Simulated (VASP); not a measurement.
# Bi in VASP: a series of runs

Bi is run at these levels: PBE; tasks: single point.

All numbers are computed with VASP 6.6.1; they aren't measurements. Logs are shortened: lines on timing, memory, paths and dates and some standing lists are left out, and cuts for length are marked.

## 1. The cell of the first run

The structure is monoclinic, space group P2/m (No. 10). The conventional cell has a = 3.172 Å, b = 3.156 Å, c = 6.313 Å, α = 90.00°, β = 90.72°, γ = 90.00°. Within 4.8 Å of Bi (site symmetry m) lie 18 Bi at 3.16 to 4.71 Å.

## 2. Single point, PBE (31.60 Å³/atom)

INCAR reads:

```
ALGO = Fast
EDIFF = 1E-7
ENCUT = 520
GGA = PE
ISIF = 2
ISMEAR = -1
LASPH = True
LCHARG = False
LREAL = False
LWAVE = False
NBANDS = 22
NELM = 60
PREC = Accurate
SIGMA = 0.05
```

KPOINTS reads:

```
k-points
0
Gamma
  8 8 4
```

POSCAR reads:

```
Bi
1.0
    3.1722683854      0.0000000000      0.0000000000
    0.0000000000      3.1558770435      0.0000000000
   -0.0788124821      0.0000000000      6.3123439430
Bi
2
Direct
    0.5442472500      0.0000000000      0.7495778900
    0.4557527500      0.0000000000      0.2504221100
```

Potentials or basis: VASP PAW PBE potentials, release 64 (Bi_d).

Launch:

```
cat potpaw_PBE.64/Bi_d/POTCAR > POTCAR
mpirun -np 1 vasp_std > vasp.out
```

OUTCAR:

```text
EDIFF = 1E-7
   ENCUT = 520
   GGA = PE
   ISIF = 2
   ISMEAR = -1
   LASPH = True
   LREAL = False
   NELM = 60
   PREC = Accurate

 ion  position               nearest neighbor table
   1  0.544  0.000  0.750-   2 3.16   2 3.18
   2  0.456  0.000  0.250-   1 3.16   1 3.18

  LATTYP: Found a simple monoclinic cell.
 ALAT       =     3.1722683854
 B/A-ratio  =     0.9948329271
 C/A-ratio  =     1.9900068852
 COS(beta)  =    -0.0124844813

  Lattice vectors:

 A1 = (   3.1722683854,   0.0000000000,   0.0000000000)
 A2 = (   0.0000000000,   3.1558770435,   0.0000000000)
 A3 = (  -0.0788124821,   0.0000000000,   6.3123439430)

Analysis of symmetry for initial positions (statically):
=====================================================================
 Subroutine PRICEL returns:
 Original cell was already a primitive cell.

 Routine SETGRP: Setting up the symmetry group for a
 simple monoclinic supercell.

 Subroutine GETGRP returns: Found  4 space group operations
 (whereof  4 operations were pure point group operations)
 out of a pool of  4 trial point group operations.

The static configuration has the point symmetry C_2h.

Analysis of symmetry for dynamics (positions and initial velocities):
=====================================================================
 Subroutine PRICEL returns:
 Original cell was already a primitive cell.

 Routine SETGRP: Setting up the symmetry group for a
 simple monoclinic supercell.

 Subroutine GETGRP returns: Found  4 space group operations
 (whereof  4 operations were pure point group operations)
 out of a pool of  4 trial point group operations.

The dynamic configuration has the point symmetry C_2h.

 Subroutine INISYM returns: Found  4 space group operations
 (whereof  4 operations are pure point group operations),
 and found     1 'primitive' translations

----------------------------------------------------------------------------------------

                                     Primitive cell

  volume of cell :      63.1947

  direct lattice vectors                    reciprocal lattice vectors
     3.172268385  0.000000000  0.000000000     0.315231840  0.000000000  0.003935813
     0.000000000  3.155877043  0.000000000     0.000000000  0.316869126  0.000000000
    -0.078812482  0.000000000  6.312343943     0.000000000  0.000000000  0.158419758

  length of vectors
     3.172268385  3.155877043  6.312835929     0.315256409  0.316869126  0.158419758

  position of ions in fractional coordinates (direct lattice)
     0.544247250  0.000000000  0.749577890
     0.455752750  0.000000000  0.250422110

  ion indices of the primitive-cell ions
   primitive index   ion index
                 1           1
                 2           2

----------------------------------------------------------------------------------------

 KPOINTS: k-points

Automatic generation of k-mesh.
 Grid dimensions read from file:
 generate k-points for:    8    8    4

 Generating k-lattice:

  Cartesian coordinates                     Fractional coordinates (reciprocal lattice)
     0.039403980  0.000000000  0.000491977     0.125000000  0.000000000  0.000000000
     0.000000000  0.039608641  0.000000000     0.000000000  0.125000000  0.000000000
     0.000000000  0.000000000  0.039604940     0.000000000  0.000000000  0.250000000

  Length of vectors
     0.039407051  0.039608641  0.039604940

  Shift w.r.t. Gamma in fractional coordinates (k-lattice)
     0.000000000  0.000000000  0.000000000

 Subroutine IBZKPT returns following result:
 ===========================================

 Found     90 irreducible k-points:

 Following reciprocal coordinates:
            Coordinates               Weight
  0.000000  0.000000  0.000000      1.000000
  0.125000  0.000000  0.000000      2.000000
  0.250000  0.000000  0.000000      2.000000
  0.375000  0.000000  0.000000      2.000000
  0.500000  0.000000  0.000000      1.000000
  0.000000  0.125000  0.000000      2.000000
[... 16 lines left out ...]
  0.250000  0.500000  0.000000      2.000000
  0.375000  0.500000  0.000000      2.000000
 [... further k-points ...]
   k-points           NKPTS =     90   k-points in BZ     NKDIM =     90   number of bands    NBANDS=     22
   number of dos      NEDOS =    301   number of ions     NIONS =      2
   total plane-waves  NPLWV =  27648
   dimension x,y,z NGX =    24 NGY =   24 NGZ =   48
   dimension x,y,z NGXF=    48 NGYF=   48 NGZF=   96
   ions per type =               2
   NGX,Y,Z   is equivalent  to a cutoff of  12.58, 12.64, 12.64 a.u.
   NGXF,Y,Z  is equivalent  to a cutoff of  25.15, 25.29, 25.28 a.u.
 SYSTEM =  unknown system
   PREC   = accura    normal or accurate (medium, high low for compatibility)
   ISTART =      0    job   : 0-new  1-cont  2-samecut
   ICHARG =      2    charge: 1-file 2-atom 10-const
   ISPIN  =      1    spin polarized calculation?
   LNONCOLLINEAR =      F non collinear calculations
   LSORBIT =      F    spin-orbit coupling
   LASPH  =      T    aspherical Exc in radial PAW
   ENCUT  =  520.0 eV  38.22 Ry    6.18 a.u.   5.90  5.87 11.74*2*pi/ulx,y,z
   NELM   =     60;   NELMIN=  2; NELMDL= -5     # of ELM steps
   EDIFF  = 0.1E-06   stopping-criterion for ELM
   LREAL  =      F    real-space projection
   EDIFFG = 0.1E-05   stopping-criterion for IOM
   NSW    =      0    number of steps for IOM
   IBRION =     -1    ionic relax: 0-MD 1-quasi-New 2-CG
   NFREE  =      0    steps in history (QN), initial steepest desc. (CG)
   ISIF   =      2    stress and relaxation
   ISYM   =      2    0-nonsym 1-usesym 2-fastsym
   POTIM  = 0.5000    time-step for ionic-motion
   TEBEG  =    0.0;   TEEND  =   0.0 temperature during run
   PSTRESS=    0.0 pullay stress
   NELECT =      30.0000    total number of electrons
   NUPDOWN=      -1.0000    fix difference up-down
   EMIN   =  10.00;   EMAX   =-10.00  energy-range for DOS
   EFERMI =   0.00;   METHOD = LEGACY
   ISMEAR =    -1;   SIGMA  =   0.05  broadening in eV -4-tet -1-fermi 0-gaus
   EFERMI_NEDOS =   21; number of points for ismear=-14 and -15
   IALGO  =     68    algorithm
   IMIX   =      4    mixing-type and parameters
     AMIX     =   0.40;   BMIX     =  1.00
     AMIX_MAG =   1.60;   BMIX_MAG =  1.00
  volume/ion in A,a.u.               =      31.60       213.23
  Fermi-wavevector in a.u.,A,eV,Ry     =   1.277091  2.413351 22.190562  1.630960
  Thomas-Fermi vector in A             =   2.409710
   LORBIT       =      0    0 simple, 1 ext, 2 COOP (PROOUT), +10 PAW based schemes
   GGA     = PE    functional components
   LHFCALC =     F    Hartree Fock is set to
   AEXX    =    0.0000 exact exchange contribution
   IVDW    =     0    specifies the selected vdW correction
   LEPSILON=     F    determine dielectric tensor
   LRPA    =     F    only Hartree local field effects (RPA)
 non-spin polarized calculation
 RMM-DIIS sequential band-by-band and
  energy-cutoff  :      520.00
  volume of cell :       63.19
 maximum number of plane-waves:      1730
   NGX = 11   NGY = 11   NGZ = 23

 number of electron      30.0000006 magnetization

 Free energy of the ion-electron system (eV)
  ---------------------------------------------------
  ext. energy  EPLUGINS =         0.00000000
  ---------------------------------------------------
  free energy    TOTEN  =        -7.54909677 eV

  energy without entropy =       -7.53515798  energy(sigma->0) =       -7.54212737

 E-fermi :   7.5795     XC(G=0): -10.0822

 val. band max:        7.5769007211   @ k =  -0.3750   0.2500   0.2500
 cond. band min:       7.5898588662   @ k =   0.1250   0.2500   0.2500
 fundamental gap:      0.0129581451
 Fermi energy:         7.5795170691

 k-point     1 :       0.0000    0.0000    0.0000
  band No.  band energies     occupation
      1     -15.5021      2.00000
      2     -15.4889      2.00000
      3     -15.4807      2.00000
      4     -15.1865      2.00000
      5     -15.1849      2.00000
      6     -15.1676      2.00000
[... 14 lines left out ...]
     21      15.8903      0.00000
     22      17.5658      0.00000

 k-point     2 :       0.1250    0.0000    0.0000
  band No.  band energies     occupation
      1     -15.4973      2.00000
      2     -15.4462      2.00000
      3     -15.4422      2.00000
      4     -15.2057      2.00000
      5     -15.1848      2.00000
      6     -15.1472      2.00000
[... 14 lines left out ...]
     21      15.8798      0.00000
     22      17.8654      0.00000

 k-point     3 :       0.2500    0.0000    0.0000
  band No.  band energies     occupation
      1     -15.4903      2.00000
      2     -15.3802      2.00000
      3     -15.3251      2.00000
      4     -15.2563      2.00000
      5     -15.1805      2.00000
      6     -15.1439      2.00000
[... 14 lines left out ...]
     21      16.3301      0.00000
     22      18.6738      0.00000

 k-point     4 :       0.3750    0.0000    0.0000
  band No.  band energies     occupation
      1     -15.4835      2.00000
      2     -15.3376      2.00000
      3     -15.3060      2.00000
      4     -15.2081      2.00000
      5     -15.1804      2.00000
      6     -15.1763      2.00000
[... 14 lines left out ...]
     21      17.0958      0.00000
     22      19.3611      0.00000

 k-point     5 :       0.5000    0.0000    0.0000
  band No.  band energies     occupation
      1     -15.4807      2.00000
      2     -15.3270      2.00000
      3     -15.3244      2.00000
      4     -15.1961      2.00000
      5     -15.1840      2.00000
      6     -15.1750      2.00000
[... 417 lines left out ...]
 k-point    22 :       0.1250    0.5000    0.0000
  band No.  band energies     occupation
      1     -15.4353      2.00000
      2     -15.3301      2.00000
      3     -15.2614      2.00000
      4     -15.2107      2.00000
      5     -15.1993      2.00000
      6     -15.1923      2.00000
[... 14 lines left out ...]
     21      17.7384      0.00000
     22      18.0478      0.00000

 k-point    23 :       0.2500    0.5000    0.0000
  band No.  band energies     occupation
      1     -15.3686      2.00000
      2     -15.3235      2.00000
      3     -15.2607      2.00000
      4     -15.2466      2.00000
      5     -15.2407      2.00000
      6     -15.1864      2.00000
[... 14 lines left out ...]
     21      15.5557      0.00000
     22      15.8490      0.00000

 k-point    24 :       0.3750    0.5000    0.0000
  band No.  band energies     occupation
      1     -15.3248      2.00000
      2     -15.3168      2.00000
      3     -15.3099      2.00000
      4     -15.2934      2.00000
      5     -15.2881      2.00000
      6     -15.1825      2.00000
[... 14 lines left out ...]
     21      13.6959      0.00000
     22      15.2912      0.00000

 [... further k-points ...]
[... 5 lines left out ...]
  --------------------------------------------------------------------------------------
  -------------------------------------------------------------------------------------
  Total        2.3298656      2.6888256      2.2110440      0.0000000      0.0000000     -0.0782253
  in kB       59.0691597     68.1698858     56.0566723      0.0000000      0.0000000     -1.9832477
  external PRESSURE =      61.0985726 kB  Pullay stress =       0.0000000 kB

 VOLUME and BASIS-vectors are now :
 -----------------------------------------------------------------------------
  energy-cutoff  :      520.00
  volume of cell :       63.19
      direct lattice vectors                 reciprocal lattice vectors
     3.172268385  0.000000000  0.000000000     0.315231840  0.000000000  0.003935813
     0.000000000  3.155877043  0.000000000     0.000000000  0.316869126  0.000000000
    -0.078812482  0.000000000  6.312343943     0.000000000  0.000000000  0.158419758

 POSITION                                       TOTAL-FORCE (eV/Angst)
 -----------------------------------------------------------------------------------
      1.66742      0.00000      4.73159         0.033604      0.000000     -0.000945
      1.42603      0.00000      1.58075        -0.033604      0.000000      0.000945
 -----------------------------------------------------------------------------------
    total drift:                                0.000000     -0.000000      0.000000

  FREE ENERGIE OF THE ION-ELECTRON SYSTEM (eV)
  ---------------------------------------------------
  free  energy   TOTEN  =        -7.5490967683 eV

  energy  without entropy=       -7.5351579766  energy(sigma->0) =       -7.54212737
```

Run time: 2.2 min. Hardware: 1 thread of Intel Xeon 8259CL, shared host; peak memory 0.23 GiB.

Results:

```
Free energy            : -7.5491 eV
Pressure               : 6.1 GPa
Largest force          : 0.034 eV/Å
Band gap on the k mesh : zero (bands 15 and 16 overlap by 6.72 eV)
```

Forces in eV/Å, atoms in the order of the input:
```
Bi   0.034  0.000 -0.001
Bi  -0.034  0.000  0.001
```

Caveat: the cell stands under pressure; spin-orbit coupling is left out, which moves the levels of the heavy elements.

## 3. Single point, PBE (atoms moved at random)

INCAR reads:

```
SYSTEM = Bi
PREC = Accurate
ENCUT = 520
EDIFF = 1E-7
ISMEAR = -1
SIGMA = 0.05
LREAL = .False.
LASPH = .True.
NELM = 80
ALGO = Fast
ISIF = 2
LWAVE = .False.
LCHARG = .False.
GGA = PE
NBANDS = 22
```

KPOINTS reads:

```
Automatic mesh
0
Gamma
  8 8 4
  0 0 0
```

POSCAR reads:

```
Bi
1.0
    3.2383762460      0.0000000000      0.0000000000
    0.0000000000      3.2216433200      0.0000000000
   -0.0804548793      0.0000000000      6.4438887882
Bi
2
Direct
    0.5553360000      0.0007030000      0.7502840000
    0.4583770000      0.0127120000      0.2414060000
```

Potentials or basis: VASP PAW PBE potentials, release 64 (Bi_d).

Launch:

```
cat potpaw_PBE.64/Bi_d/POTCAR > POTCAR
mpirun -np 1 vasp_std > vasp.out
```

Run time: 3 min. Hardware: 1 thread of Intel Xeon 8259CL, shared host; peak memory 0.27 GiB.

The run converged. Its results:

```
Free energy            : -7.6500 eV
Pressure               : 2.1 GPa
Largest force          : 0.064 eV/Å
Band gap on the k mesh : zero (bands 15 and 16 overlap by 6.27 eV)
```

Forces on the atoms (eV/Å):
```
Bi   0.006 -0.001 -0.063
Bi  -0.006  0.001  0.063
```

Stress tensor (GPa, compression positive):
```
 1.99  0.00  0.03
 0.00  2.69 -0.01
 0.03 -0.01  1.65
```

Levels at points of the mesh, in eV from the Fermi level:
```
           k point  band 11  band 12  band 13  band 14  band 15  band 16  band 17  band 18  band 19  band 20
(0.00, 0.00, 0.00)   -13.22   -11.26    -5.04     3.22     3.29     3.30     4.79     5.24     6.56     7.95
(0.50, 0.00, 0.00)   -11.27    -9.40    -5.00    -3.23    -3.04     2.35     5.23     5.56     7.19     9.84
(0.00, 0.50, 0.00)   -11.24    -9.29    -5.06    -3.15    -3.12     2.73     5.18     5.27     6.86     9.78
(0.50, 0.50, 0.00)    -9.31    -7.40    -3.16    -3.08    -1.44    -1.41    -1.22     2.78     4.90     5.29
(0.00, 0.00, 0.50)   -12.55   -12.36    -1.92    -1.68     3.93     3.99     4.03     4.20     7.65     7.75
(0.50, 0.00, 0.50)   -10.63   -10.45    -4.38    -4.25     0.13     0.35     5.38     5.45     6.00     6.16
(0.00, 0.50, 0.50)   -10.59   -10.39    -4.35    -4.20     0.08     0.38     5.43     5.46     5.92     5.99
(0.50, 0.50, 0.50)    -8.66    -8.48    -2.49    -2.48    -2.36    -2.34     2.08     2.36     3.41     3.52
```

Caveat: the cell differs from its parent crystal (atoms moved at random); spin-orbit coupling is left out, which moves the levels of the heavy elements.

(Continued in part 2 of 2.)
